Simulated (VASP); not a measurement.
# Te2Mo in VASP: a series of runs, part 2 of 2

VASP 6.6.1. The steps go on from the part before.

## (4) Single point, LDA

The input, INCAR:

```
ALGO = Normal ; EDIFF = 1E-6
ENCUT = 520 ; GGA = CA
ISIF = 2 ; ISMEAR = -5
LASPH = True ; LCHARG = False
LREAL = False ; LWAVE = False
NBANDS = 35 ; NELM = 80
PREC = Accurate ; SIGMA = 0.1
```

The input, KPOINTS:

```
k-points
0
Gamma
  6 10 1
```

The input, POSCAR:

```
Te2Mo
1.0
    6.3616090156      0.0000000000      0.0000000000
    0.0000000000      3.4804030600      0.0000000000
   -0.0857412231      0.0000000000     36.1758904685
Te Mo
4 2
Direct
    0.0791521300      0.7500000000      0.4434726800
    0.9208478700      0.2500000000      0.5565273200
    0.5707489000      0.2500000000      0.4592964200
    0.4292511000      0.7500000000      0.5407035800
    0.8186524400      0.7500000000      0.5025346300
    0.1813475600      0.2500000000      0.4974653700
```

Potentials or basis: VASP PAW LDA potentials, release 64 (Te, Mo_sv).

Run with:

```console
$ cat potpaw_LDA.64/Te/POTCAR potpaw_LDA.64/Mo_sv/POTCAR > POTCAR
$ mpirun -np 1 vasp_std > vasp.out
```

OUTCAR:

```text
EDIFF = 1E-6
   ENCUT = 520
   GGA = CA
   ISIF = 2
   ISMEAR = -5
   LASPH = True
   LREAL = False
   NELM = 80
   PREC = Accurate

 ion  position               nearest neighbor table
   1  0.079  0.750  0.443-   6 2.69   6 2.69   5 2.71   3 3.62   3 3.62
   2  0.921  0.250  0.557-   5 2.69   5 2.69   6 2.71   4 3.62   4 3.62
   3  0.571  0.250  0.459-   5 2.82   5 2.82   6 2.84   4 3.54   4 3.54   1 3.62   1 3.62
   4  0.429  0.750  0.541-   6 2.82   6 2.82   5 2.84   3 3.54   3 3.54   2 3.62   2 3.62
   5  0.819  0.750  0.503-   2 2.69   2 2.69   1 2.71   3 2.82   3 2.82   4 2.84   6 2.90   6 2.90

   6  0.181  0.250  0.497-   1 2.69   1 2.69   2 2.71   4 2.82   4 2.82   3 2.84   5 2.90   5 2.90

  LATTYP: Found a simple monoclinic cell.
 ALAT       =     6.3616090156
 B/A-ratio  =     0.5470947761
 C/A-ratio  =     5.6866104138
 COS(beta)  =    -0.0023701139

  Lattice vectors:

 A1 = (   6.3616090156,   0.0000000000,   0.0000000000)
 A2 = (   0.0000000000,   3.4804030600,   0.0000000000)
 A3 = (  -0.0857412231,   0.0000000000,  36.1758904685)

Analysis of symmetry for initial positions (statically):
=====================================================================
 Subroutine PRICEL returns:
 Original cell was already a primitive cell.

 Routine SETGRP: Setting up the symmetry group for a
 simple monoclinic supercell.

 Subroutine GETGRP returns: Found  4 space group operations
 (whereof  2 operations were pure point group operations)
 out of a pool of  4 trial point group operations.

The static configuration has the point symmetry S_2 .
 The point group associated with its full space group is C_2h.

Analysis of symmetry for dynamics (positions and initial velocities):
=====================================================================
 Subroutine PRICEL returns:
 Original cell was already a primitive cell.

 Routine SETGRP: Setting up the symmetry group for a
 simple monoclinic supercell.

 Subroutine GETGRP returns: Found  4 space group operations
 (whereof  2 operations were pure point group operations)
 out of a pool of  4 trial point group operations.

The dynamic configuration has the point symmetry S_2 .
 The point group associated with its full space group is C_2h.

 Subroutine INISYM returns: Found  4 space group operations
 (whereof  2 operations are pure point group operations),
 and found     1 'primitive' translations

----------------------------------------------------------------------------------------

                                     Primitive cell

  volume of cell :     800.9691

  direct lattice vectors                    reciprocal lattice vectors
     6.361609016  0.000000000  0.000000000     0.157192936  0.000000000  0.000372566
     0.000000000  3.480403060  0.000000000     0.000000000  0.287323044  0.000000000
    -0.085741223  0.000000000 36.175890469     0.000000000  0.000000000  0.027642720

  length of vectors
     6.361609016  3.480403060 36.175992077     0.157193378  0.287323044  0.027642720

  position of ions in fractional coordinates (direct lattice)
     0.079152130  0.750000000  0.443472680
     0.920847870  0.250000000  0.556527320
     0.570748900  0.250000000  0.459296420
     0.429251100  0.750000000  0.540703580
     0.818652440  0.750000000  0.502534630
[... 42 lines left out ...]
  0.166667  0.000000  0.000000      2.000000
  0.333333  0.000000  0.000000      2.000000
  0.500000  0.000000  0.000000      1.000000
  0.000000  0.100000  0.000000      2.000000
  0.166667  0.100000  0.000000      4.000000
[... 16 lines left out ...]
  0.333333  0.500000  0.000000      2.000000
  0.500000  0.500000  0.000000      1.000000
   k-points           NKPTS =     24   k-points in BZ     NKDIM =     24   number of bands    NBANDS=     35
   number of dos      NEDOS =    301   number of ions     NIONS =      6
   total plane-waves  NPLWV = 362880
   dimension x,y,z NGX =    48 NGY =   28 NGZ =  270
   dimension x,y,z NGXF=    96 NGYF=   56 NGZF=  540
   ions per type =               4   2
   NGX,Y,Z   is equivalent  to a cutoff of  12.54, 13.37, 12.41 a.u.
   NGXF,Y,Z  is equivalent  to a cutoff of  25.09, 26.75, 24.82 a.u.
 SYSTEM =  unknown system
   PREC   = accura    normal or accurate (medium, high low for compatibility)
   ISTART =      0    job   : 0-new  1-cont  2-samecut
   ICHARG =      2    charge: 1-file 2-atom 10-const
   ISPIN  =      1    spin polarized calculation?
   LNONCOLLINEAR =      F non collinear calculations
   LSORBIT =      F    spin-orbit coupling
   LASPH  =      T    aspherical Exc in radial PAW
   ENCUT  =  520.0 eV  38.22 Ry    6.18 a.u.  11.83  6.47 67.26*2*pi/ulx,y,z
   NELM   =     80;   NELMIN=  2; NELMDL= -5     # of ELM steps
   EDIFF  = 0.1E-05   stopping-criterion for ELM
   LREAL  =      F    real-space projection
   EDIFFG = 0.1E-04   stopping-criterion for IOM
   NSW    =      0    number of steps for IOM
   IBRION =     -1    ionic relax: 0-MD 1-quasi-New 2-CG
   NFREE  =      0    steps in history (QN), initial steepest desc. (CG)
   ISIF   =      2    stress and relaxation
   ISYM   =      2    0-nonsym 1-usesym 2-fastsym
   POTIM  = 0.5000    time-step for ionic-motion
   TEBEG  =    0.0;   TEEND  =   0.0 temperature during run
   PSTRESS=    0.0 pullay stress
   NELECT =      52.0000    total number of electrons
   NUPDOWN=      -1.0000    fix difference up-down
   EMIN   =  10.00;   EMAX   =-10.00  energy-range for DOS
   EFERMI =   0.00;   METHOD = LEGACY
   ISMEAR =    -5;   SIGMA  =   0.10  broadening in eV -4-tet -1-fermi 0-gaus
   EFERMI_NEDOS =   21; number of points for ismear=-14 and -15
   IALGO  =     38    algorithm
   IMIX   =      4    mixing-type and parameters
     AMIX     =   0.40;   BMIX     =  1.00
     AMIX_MAG =   1.60;   BMIX_MAG =  1.00
  volume/ion in A,a.u.               =     133.49       900.87
  Fermi-wavevector in a.u.,A,eV,Ry     =   0.657967  1.243377  5.890240  0.432920
  Thomas-Fermi vector in A             =   1.729641
   LORBIT       =      0    0 simple, 1 ext, 2 COOP (PROOUT), +10 PAW based schemes
   GGA     = CA    functional components
   LHFCALC =     F    Hartree Fock is set to
   AEXX    =    0.0000 exact exchange contribution
   IVDW    =     0    specifies the selected vdW correction
   LEPSILON=     F    determine dielectric tensor
   LRPA    =     F    only Hartree local field effects (RPA)
 non-spin polarized calculation
 Fermi weights with tetrahedron method with Bloechl corrections
  energy-cutoff  :      520.00
  volume of cell :      800.97
 maximum number of plane-waves:     21707
 NGX is ok and might be reduce to    48
   NGX = 23   NGY = 13   NGZ =135

 number of electron      51.9999996 magnetization

 Free energy of the ion-electron system (eV)
  ---------------------------------------------------
  ext. energy  EPLUGINS =         0.00000000
  ---------------------------------------------------
  free energy    TOTEN  =       -40.72687056 eV

  energy without entropy =      -40.72687056  energy(sigma->0) =      -40.72687056

 E-fermi :  -2.3773     XC(G=0):  -2.3579

 val. band max:       -2.4149674632   @ k =   0.0000   0.1000   0.0000
 cond. band min:      -2.4358757265   @ k =   0.0000   0.2000   0.0000
 fundamental gap:     -0.0209082633
 Fermi energy:        -2.3773440432

 k-point     1 :       0.0000    0.0000    0.0000
  band No.  band energies     occupation
      1     -63.1103      2.00000
      2     -63.0513      2.00000
      3     -37.5503      2.00000
      4     -37.4868      2.00000
      5     -37.4342      2.00000
      6     -37.3216      2.00000
[... 901 lines left out ...]
     34       0.9901      0.00000
     35       2.0446      0.00000

------------------------ aborting loop because EDIFF is reached ----------------------------------------

  FORCE on cell =-STRESS in cart. coord.  units (eV):
  Direction    XX          YY          ZZ          XY          YZ          ZX
  --------------------------------------------------------------------------------------
  -------------------------------------------------------------------------------------
  Total       -5.0101226     -4.7518491     -2.8659004      0.0000000      0.0000000      0.0948873
  in kB      -10.0217413     -9.5051173     -5.7326565      0.0000000      0.0000000      0.1898030
  external PRESSURE =      -8.4198384 kB  Pullay stress =       0.0000000 kB

 VOLUME and BASIS-vectors are now :
 -----------------------------------------------------------------------------
  energy-cutoff  :      520.00
  volume of cell :      800.97
      direct lattice vectors                 reciprocal lattice vectors
     6.361609016  0.000000000  0.000000000     0.157192936  0.000000000  0.000372566
     0.000000000  3.480403060  0.000000000     0.000000000  0.287323044  0.000000000
    -0.085741223  0.000000000 36.175890469     0.000000000  0.000000000  0.027642720

 POSITION                                       TOTAL-FORCE (eV/Angst)
 -----------------------------------------------------------------------------------
      0.46551      2.61030     16.04302        -0.014184      0.000000      0.432760
      5.81036      0.87010     20.13287         0.014184     -0.000000     -0.432760
      3.59150      0.87010     16.61546        -0.005629     -0.000000      0.370006
      2.68437      2.61030     19.56043         0.005629     -0.000000     -0.370006
      5.16486      2.61030     18.17964         0.109818     -0.000000      0.097404
      1.11101      0.87010     17.99625        -0.109818     -0.000000     -0.097404
 -----------------------------------------------------------------------------------
    total drift:                                0.000000     -0.000000     -0.000000

  FREE ENERGIE OF THE ION-ELECTRON SYSTEM (eV)
  ---------------------------------------------------
  free  energy   TOTEN  =       -40.7268705583 eV

  energy  without entropy=      -40.7268705583  energy(sigma->0) =      -40.72687056
```

OSZICAR:

```text
N       E                     dE             d eps       ncg     rms          rms(c)
DAV:   1     0.413850598051E+03    0.41385E+03   -0.21621E+04  2128   0.105E+03
DAV:   2    -0.159596287478E+01   -0.41545E+03   -0.40614E+03  2443   0.233E+02
DAV:   3    -0.409797427538E+02   -0.39384E+02   -0.38929E+02  2213   0.687E+01
[... 17 lines left out ...]
DAV:  21    -0.407268472081E+02   -0.23843E-04   -0.35174E-07  1336   0.210E-03    0.256E-03
DAV:  22    -0.407268620707E+02   -0.14863E-04   -0.56211E-07  1386   0.252E-03    0.101E-03
DAV:  23    -0.407268674297E+02   -0.53590E-05   -0.64707E-08  1146   0.774E-04    0.796E-04
DAV:  24    -0.407268696857E+02   -0.22560E-05   -0.25518E-08  1147   0.408E-04    0.473E-04
DAV:  25    -0.407268705583E+02   -0.87266E-06   -0.32647E-09  1078   0.293E-04
   1 F= -.40726871E+02 E0= -.40726871E+02  d E =0.000000E+00
```

stdout:

```text
POSCAR found type information on POSCAR TeMo
 POSCAR found :  2 types and       6 ions
 scaLAPACK will be used
 LDA part: xc-table for (Slater(with rela. corr.)+CA(PZ))
 , standard interpolation
 POSCAR, INCAR and KPOINTS ok, starting setup
 FFT: planning ... GRIDC
 FFT: planning ... GRID_SOFT
 FFT: planning ... GRID
 WAVECAR not read
 entering main loop
 -----------------------------------------------------------------------------
|                                                                             |
|           W    W    AA    RRRRR   N    N  II  N    N   GGGG   !!!           |
|           W    W   A  A   R    R  NN   N  II  NN   N  G    G  !!!           |
|           W    W  A    A  R    R  N N  N  II  N N  N  G       !!!           |
|           W WW W  AAAAAA  RRRRR   N  N N  II  N  N N  G  GGG   !            |
|           WW  WW  A    A  R   R   N   NN  II  N   NN  G    G                |
|           W    W  A    A  R    R  N    N  II  N    N   GGGG   !!!           |
|                                                                             |
|     Tetrahedron method does not include variations of the Fermi             |
|     occupations, so forces and stress will be inaccurate. We suggest        |
|     using a different smearing scheme ISMEAR = 1 or 2 for metals in         |
|     relaxations.                                                            |
|                                                                             |
 -----------------------------------------------------------------------------
```

Run time: 31 min. Hardware: 1 thread of Intel Xeon 8259CL, shared host; peak memory 0.92 GiB.

What came out:

```
Free energy            : -40.7269 eV
Largest force          : 0.433 eV/Å
Band gap on the k mesh : zero (band 26 reaches -2.27 eV, above the bottom of band 27 at -2.44 eV)
```

Forces on the atoms (eV/Å):
```
Te  -0.014  0.000  0.433
Te   0.014  0.000 -0.433
Te  -0.006  0.000  0.370
Te   0.006  0.000 -0.370
Mo   0.110  0.000  0.097
Mo  -0.110  0.000 -0.097
```

Levels at points of the mesh, in eV from the Fermi level:
```csv
k point,band 24,band 25,band 26,band 27,band 28,band 29
"(0.00, 0.00, 0.00)",-0.65,-0.36,0.11,0.56,1.01,1.64
"(0.50, 0.00, 0.00)",-0.85,-0.84,-0.72,0.02,1.01,1.39
"(0.00, 0.50, 0.00)",-1.64,-1.44,-1.44,1.09,1.09,1.36
"(0.50, 0.50, 0.00)",-1.76,-0.88,-0.88,1.00,1.00,1.83
```

Caveat: spin-orbit coupling is left out, which moves the levels of the heavy elements; tetrahedron occupations give inexact forces and stress in metals.

## (5) Overview

| smearing | gap on the mesh (eV) | largest force (eV/Å) |
| --- | --- | --- |
| gaussian 0.05 eV | none | 0.43 |
| methfessel-paxton 0.05 eV | none | 0.43 |
| tetrahedron | none | 0.43 |

Alike in all rows: task single point; level LDA; potentials or basis VASP PAW LDA potentials, release 64 (Te, Mo_sv); no spin polarisation; cell as given; k mesh 6 × 10 × 1; cutoff (eV) 520.

Every run on the cell as given and a fine mesh finds a metal.

Caveats: spin-orbit coupling is left out, which moves the levels of the heavy elements; tetrahedron occupations give inexact forces and stress in metals (some runs).

Total energies depend on the potentials used, so only differences within one code and one set of settings carry meaning.
